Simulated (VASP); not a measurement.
# Pt in VASP: a series of runs, part 2 of 3

VASP 6.6.1. Earlier steps stand in the parts before.

## (3) Single point, PBEsol

This run uses another cell than the first one, of 14.87 Å³/atom.

The input, INCAR:

```
ALGO = Fast
EDIFF = 1E-7
ENCUT = 520
GGA = PS
ISIF = 2
ISMEAR = 1
LASPH = True
LCHARG = False
LREAL = False
LWAVE = False
NBANDS = 22
NELM = 80
PREC = Accurate
SIGMA = 0.1
```

The input, KPOINTS:

```
k-points
0
Gamma
  18 18 8
```

The input, POSCAR:

```
Pt
1.0
    2.7421699650      0.0000000000      0.0000000000
   -1.3710849825      2.3747888512      0.0000000000
    0.0000000000      0.0000000000      6.8483234083
Pt
3
Direct
    0.0000000000      0.0000000000      0.0000000000
    0.3333333333      0.6666666667      0.3333333333
    0.6666666667      0.3333333333      0.6666666667
```

Potentials or basis: VASP PAW PBE potentials, release 64 (Pt).

On the command line:

```
$ cat potpaw_PBE.64/Pt/POTCAR > POTCAR
$ mpirun -np 1 vasp_std > vasp.out
```

OUTCAR:

```text
EDIFF = 1E-7
   ENCUT = 520
   GGA = PS
   ISIF = 2
   ISMEAR = 1
   LASPH = True
   LREAL = False
   NELM = 80
   PREC = Accurate

 ion  position               nearest neighbor table
   1  0.000  0.000  0.000-   2 2.78   3 2.78   3 2.78   2 2.78   3 2.78   2 2.78
   2  0.333  0.667  0.333-   1 2.78   1 2.78   1 2.78   3 2.78   3 2.78   3 2.78
   3  0.667  0.333  0.667-   1 2.78   1 2.78   1 2.78   2 2.78   2 2.78   2 2.78
[... 816 lines left out ...]

  FORCE on cell =-STRESS in cart. coord.  units (eV):
  Direction    XX          YY          ZZ          XY          YZ          ZX
  --------------------------------------------------------------------------------------
  -------------------------------------------------------------------------------------
  Total        1.0924322      1.0924322      0.3166962      0.0000000     -0.0000000      0.0000000
  in kB       39.2465458     39.2465458     11.3775762      0.0000000     -0.0000000      0.0000000
  external PRESSURE =      29.9568893 kB  Pullay stress =       0.0000000 kB

 VOLUME and BASIS-vectors are now :
 -----------------------------------------------------------------------------
  energy-cutoff  :      520.00
  volume of cell :       44.60
      direct lattice vectors                 reciprocal lattice vectors
     2.742169965  0.000000000  0.000000000     0.364674697  0.210545034  0.000000000
    -1.371084982  2.374788851  0.000000000     0.000000000  0.421090068  0.000000000
     0.000000000  0.000000000  6.848323408     0.000000000  0.000000000  0.146021141

 POSITION                                       TOTAL-FORCE (eV/Angst)
 -----------------------------------------------------------------------------------
      0.00000      0.00000      0.00000         0.000000      0.000000     -0.000000
     -0.00000      1.58319      2.28277        -0.000000      0.000000     -0.000000
      1.37108      0.79160      4.56555         0.000000     -0.000000      0.000000
 -----------------------------------------------------------------------------------
    total drift:                               -0.000000      0.000000      0.000000

  FREE ENERGIE OF THE ION-ELECTRON SYSTEM (eV)
  ---------------------------------------------------
  free  energy   TOTEN  =       -20.8763771503 eV

  energy  without entropy=      -20.8752370919  energy(sigma->0) =      -20.87599713
```

It took 4.4 min on 1 thread of AMD EPYC 7R43 (Zen 3), shared host; peak memory 0.27 GiB.

What came out:

```yaml
Free_energy: -20.8764 eV
Pressure: 3.0 GPa
Band_gap_on_the_k_mesh: zero (bands 15 and 16 overlap by 1.98 eV)
```

Levels at points of the mesh, in eV from the Fermi level:
| k point | band 12 | band 13 | band 14 | band 15 | band 16 | band 17 | band 18 | band 19 |
| --- | --- | --- | --- | --- | --- | --- | --- | --- |
| (0.00, 0.00, 0.00) | -3.47 | -1.65 | -1.65 | -0.80 | -0.80 | -0.80 | -0.80 | 10.03 |
| (0.50, 0.00, 0.00) | 0.19 | 0.19 | 0.51 | 0.52 | 1.69 | 2.49 | 2.49 | 6.55 |
| (0.00, 0.00, 0.50) | -1.70 | -1.70 | -1.70 | -1.70 | -0.77 | 0.01 | 0.01 | 5.64 |
| (0.50, 0.00, 0.50) | -0.55 | -0.02 | 0.14 | 0.33 | 0.33 | 3.11 | 3.11 | 6.01 |

Caveat: the PAW data sets were made with another functional, which shifts forces and pressure a little; spin-orbit coupling is left out, which moves the levels of the heavy elements.

## (4) Single point, PBEsol

This run uses another cell than the first one, of 14.93 Å³/atom.

The input, INCAR:

```
ALGO = Fast
EDIFF = 1E-6
ENCUT = 520
GGA = PS
ISIF = 2
ISMEAR = 1
LASPH = True
LCHARG = False
LREAL = False
LWAVE = False
NBANDS = 22
NELM = 100
PREC = Accurate
SIGMA = 0.1
```

KPOINTS is that of step 3.

POSCAR, as its differences from that of step 3:

```diff
@@ -4,3 +4,3 @@
    -1.3710849825      2.3747888512      0.0000000000
-    0.0000000000      0.0000000000      6.8483234083
+    0.0000000000      0.0000000000      6.8781229553
 Pt
```

Potentials or basis: VASP PAW PBE potentials, release 64 (Pt).

On the command line:

```
$ cat potpaw_PBE.64/Pt/POTCAR > POTCAR
$ mpirun -np 1 vasp_std > vasp.out
```

OUTCAR:

```text
EDIFF = 1E-6
   ENCUT = 520
   GGA = PS
   ISIF = 2
   ISMEAR = 1
   LASPH = True
   LREAL = False
   NELM = 100
   PREC = Accurate

 ion  position               nearest neighbor table
   1  0.000  0.000  0.000-   2 2.79   3 2.79   3 2.79   2 2.79   3 2.79   2 2.79
   2  0.333  0.667  0.333-   1 2.79   1 2.79   1 2.79   3 2.79   3 2.79   3 2.79
   3  0.667  0.333  0.667-   1 2.79   1 2.79   1 2.79   2 2.79   2 2.79   2 2.79

  LATTYP: Found a hexagonal cell.
 ALAT       =     2.7421699650
 C/A-ratio  =     2.5082774019

  Lattice vectors:

 A1 = (   2.7421699650,   0.0000000000,   0.0000000000)
 A2 = (  -1.3710849825,   2.3747888512,   0.0000000000)
 A3 = (   0.0000000000,   0.0000000000,   6.8781229553)

Analysis of symmetry for initial positions (statically):
=====================================================================
 Subroutine PRICEL returns following result:

  LATTYP: Found a trigonal (rhomboedric) cell.
 ALAT       =     2.7862173427
 COS(alpha) =     0.5156840617

  Lattice vectors:

 A1 = (   1.3710849824,  -0.7915962837,   2.2927076515)
 A2 = (  -0.0000000001,   1.5831925675,   2.2927076515)
 A3 = (  -1.3710849822,  -0.7915962839,   2.2927076522)

   3 primitive cells build up your supercell.

 Routine SETGRP: Setting up the symmetry group for a
 hexagonal supercell.

 Subroutine GETGRP returns: Found 12 space group operations
 (whereof 12 operations were pure point group operations)
 out of a pool of 24 trial point group operations.

The static configuration has the point symmetry D_3d.

Analysis of symmetry for dynamics (positions and initial velocities):
=====================================================================
[... 131 lines left out ...]
   NUPDOWN=      -1.0000    fix difference up-down
   EMIN   =  10.00;   EMAX   =-10.00  energy-range for DOS
   EFERMI =   0.00;   METHOD = LEGACY
   ISMEAR =     1;   SIGMA  =   0.10  broadening in eV -4-tet -1-fermi 0-gaus
   EFERMI_NEDOS =   21; number of points for ismear=-14 and -15
   IALGO  =     68    algorithm
   IMIX   =      4    mixing-type and parameters
     AMIX     =   0.40;   BMIX     =  1.00
     AMIX_MAG =   1.60;   BMIX_MAG =  1.00
  volume/ion in A,a.u.               =      14.93       100.75
  Fermi-wavevector in a.u.,A,eV,Ry     =   1.432360  2.706768 27.914458  2.051655
  Thomas-Fermi vector in A             =   2.551996
   LORBIT       =      0    0 simple, 1 ext, 2 COOP (PROOUT), +10 PAW based schemes
   GGA     = PS    functional components
   LHFCALC =     F    Hartree Fock is set to
   AEXX    =    0.0000 exact exchange contribution
   IVDW    =     0    specifies the selected vdW correction
   LEPSILON=     F    determine dielectric tensor
   LRPA    =     F    only Hartree local field effects (RPA)
 non-spin polarized calculation
 RMM-DIIS sequential band-by-band and
 Methfessel and Paxton  Order N= 1 SIGMA  =   0.10
  energy-cutoff  :      520.00
  volume of cell :       44.79
 maximum number of plane-waves:      1224
   NGX = 11   NGY = 11   NGZ = 25

 number of electron      29.9999999 magnetization

 Free energy of the ion-electron system (eV)
  ---------------------------------------------------
  ext. energy  EPLUGINS =         0.00000000
  ---------------------------------------------------
  free energy    TOTEN  =       -20.87693313 eV

  energy without entropy =      -20.87600578  energy(sigma->0) =      -20.87662402

 E-fermi :  11.2872     XC(G=0): -13.6871

 val. band max:       11.2867636991   @ k =   0.4444  -0.0000   0.5000
 cond. band min:      11.2875170127   @ k =   0.0000   0.0556   0.1250
 fundamental gap:      0.0007533136
 Fermi energy:        11.2872180652

 k-point     1 :       0.0000    0.0000    0.0000
  band No.  band energies     occupation
      1       0.8802      2.00000
      2       3.5223      2.00000
      3       3.5223      2.00000
      4       7.2327      2.00000
      5       7.5054      2.00000
      6       7.5054      2.00000
[... 589 lines left out ...]
     21      19.8863      0.00000
     22      22.6724      0.00000

 [... further k-points ...]

------------------------ aborting loop because EDIFF is reached ----------------------------------------

  FORCE on cell =-STRESS in cart. coord.  units (eV):
  Direction    XX          YY          ZZ          XY          YZ          ZX
  --------------------------------------------------------------------------------------
  -------------------------------------------------------------------------------------
  Total        0.8090742      0.8090742     -0.1297698      0.0000000      0.0000000      0.0000000
  in kB       28.9407396     28.9407396     -4.6418910      0.0000000      0.0000000      0.0000000
  external PRESSURE =      17.7465294 kB  Pullay stress =       0.0000000 kB

 VOLUME and BASIS-vectors are now :
 -----------------------------------------------------------------------------
  energy-cutoff  :      520.00
  volume of cell :       44.79
      direct lattice vectors                 reciprocal lattice vectors
     2.742169965  0.000000000  0.000000000     0.364674697  0.210545034  0.000000000
    -1.371084982  2.374788851  0.000000000     0.000000000  0.421090068  0.000000000
     0.000000000  0.000000000  6.878122955     0.000000000  0.000000000  0.145388503

 POSITION                                       TOTAL-FORCE (eV/Angst)
 -----------------------------------------------------------------------------------
      0.00000      0.00000      0.00000         0.000000     -0.000000      0.000000
     -0.00000      1.58319      2.29271        -0.000000     -0.000000      0.000000
      1.37108      0.79160      4.58542         0.000000      0.000000     -0.000000
 -----------------------------------------------------------------------------------
    total drift:                               -0.000000      0.000000      0.000000

  FREE ENERGIE OF THE ION-ELECTRON SYSTEM (eV)
  ---------------------------------------------------
  free  energy   TOTEN  =       -20.8769331334 eV

  energy  without entropy=      -20.8760057821  energy(sigma->0) =      -20.87662402
```

OSZICAR:

```text
N       E                     dE             d eps       ncg     rms          rms(c)
DAV:   1     0.174817759286E+03    0.17482E+03   -0.15329E+04 11832   0.131E+03
DAV:   2    -0.179338741906E+02   -0.19275E+03   -0.18019E+03 12620   0.292E+02
DAV:   3    -0.222075470896E+02   -0.42737E+01   -0.42003E+01 13848   0.435E+01
DAV:   4    -0.222368594896E+02   -0.29312E-01   -0.29297E-01 13414   0.375E+00
DAV:   5    -0.222371560345E+02   -0.29654E-03   -0.29654E-03 13948   0.407E-01    0.238E+01
RMM:   6    -0.210225138973E+02    0.12146E+01   -0.20513E+00 11716   0.985E+00    0.122E+01
RMM:   7    -0.208949981557E+02    0.12752E+00   -0.66091E-01 12084   0.530E+00    0.338E+00
RMM:   8    -0.208797315245E+02    0.15267E-01   -0.12143E-01 12036   0.252E+00    0.172E+00
RMM:   9    -0.208768288195E+02    0.29027E-02   -0.83448E-03 12539   0.629E-01    0.107E-01
RMM:  10    -0.208769259184E+02   -0.97099E-04   -0.95640E-04 12634   0.167E-01    0.119E-01
RMM:  11    -0.208769519630E+02   -0.26045E-04   -0.11980E-04 12756   0.647E-02    0.134E-01
RMM:  12    -0.208769977375E+02   -0.45774E-04   -0.42300E-05 12628   0.348E-02    0.270E-01
RMM:  13    -0.208772953446E+02   -0.29761E-03   -0.24662E-04 14144   0.116E-01    0.621E-01
RMM:  14    -0.208769709799E+02    0.32436E-03   -0.26362E-04 13110   0.124E-01    0.190E-01
RMM:  15    -0.208769339277E+02    0.37052E-04   -0.64565E-05 12338   0.618E-02    0.215E-02
RMM:  16    -0.208769331334E+02    0.79430E-06   -0.38149E-06  9437   0.158E-02
   1 F= -.20876933E+02 E0= -.20876624E+02  d E =-.927351E-03
```

stdout:

```text
POSCAR found type information on POSCAR Pt
 POSCAR found :  1 types and       3 ions
 scaLAPACK will be used
 -----------------------------------------------------------------------------
|                                                                             |
|                                                                             |
|     You enforced a specific xc type in the INCAR file but a different       |
|     I HOPE YOU KNOW WHAT YOU ARE DOING!                                     |
|                                                                             |
 -----------------------------------------------------------------------------

 LDA part: xc-table for (Slater+PW92), standard interpolation
 POSCAR, INCAR and KPOINTS ok, starting setup
 FFT: planning ... GRIDC
 FFT: planning ... GRID_SOFT
 FFT: planning ... GRID
 WAVECAR not read
 entering main loop
```

Run time: 3.8 min. Hardware: 1 thread of AMD EPYC 7R43 (Zen 3), shared host; peak memory 0.27 GiB.

Results:

- Free energy: -20.8769 eV
- Pressure: 1.8 GPa
- Band gap on the k mesh: zero (bands 15 and 16 overlap by 1.95 eV)

Stress tensor (GPa, compression positive):
```
 2.89  0.00  0.00
 0.00  2.89  0.00
 0.00  0.00 -0.46
```

Caveat: the PAW data sets were made with another functional, which shifts forces and pressure a little; spin-orbit coupling is left out, which moves the levels of the heavy elements.

(Part 2 of 3 ends here.)
